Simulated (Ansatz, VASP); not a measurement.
**ZrTi3C2: VASP beside Ansatz**

```
Zr Ti C
1.0
     4.14887    0.00000    0.00000
     0.00000    4.14887    0.00000
     0.00000    0.00000    5.28796
Zr Ti C
1 3 2
Direct
  0.50000 0.50000 0.00000
  0.00000 0.50000 0.50000
  0.50000 0.00000 0.50000
  0.00000 0.00000 0.00000
  0.00000 0.00000 0.62959
  0.00000 0.00000 0.37041
```

Alike in both runs: functional PBE; k mesh 10 × 10 × 8; occupations gaussian, width 0.1 eV; no spin polarisation.

Ansatz relaxed the structure, and its values are those at the end. VASP's run is a single point on that final structure, the one shown.

|  | VASP | Ansatz |
| --- | --- | --- |
| version | VASP 6.6.1 | Ansatz 0.2.0 |
| potentials or method | VASP PAW PBE potentials, release 64 (Zr_sv, Ti_sv, C), cutoff 520 eV | scalar-relativistic, plane waves, PAW |
| valence electrons in the cell | 56 | 56 |

Ansatz gave:

- gap on the k mesh at the Fermi level (eV): none
- pressure (GPa): 0.0
- rms of the force components (eV/Å): 0.000

Question: Estimate VASP's values.

Answer: gap on the k mesh at the Fermi level (eV): none; pressure (GPa): 0.2; rms of the force components (eV/Å): 0.031.

A gap of «none» marks a metal or a gap that the smearing closes.
